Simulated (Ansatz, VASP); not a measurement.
## TiAl: VASP beside Ansatz

```
CELL_PARAMETERS angstrom
2.86726 0.00000 0.00000
-1.43363 2.49554 0.00000
0.00000 0.00000 4.67808
ATOMIC_POSITIONS crystal
Ti 0.00000 0.00000 0.00000
Al 0.33333 0.66667 0.50000
```

Change from the starting cell: strain +0.0050 x Voigt [0, 1, 0, 0, 0, 0], atoms carried along.

Alike in both runs: task single point; functional PBEsol; k mesh 18 × 18 × 10; occupations gaussian, width 0.15 eV; no spin polarisation.

|  | VASP | Ansatz |
| --- | --- | --- |
| version | VASP 6.6.1 | Ansatz 0.2.0 |
| potentials or method | VASP PAW PBE potentials, release 64 (Ti_sv, Al), cutoff 520 eV | scalar-relativistic, plane waves, PAW |
| valence electrons in the cell | 15 | 15 |

```csv
,VASP,Ansatz,Ansatz less VASP
gap on the k mesh at the Fermi level (eV),none,none,-
pressure (GPa),-3.3,-3.3,+0.01
"traceless stress, the component that is largest in VASP (GPa)",-0.69,-0.76,-0.064
rms of the force components (eV/Å),0.008,0.008,0.0000
```

VASP's potentials were made for PBE, not for PBEsol. Atom by atom the forces differ by 0.000 eV/Å (rms over components). A gap of «none» marks a metal or a gap that the smearing closes. The functional is the same, so the differences come from potentials, cutoffs and numerics.
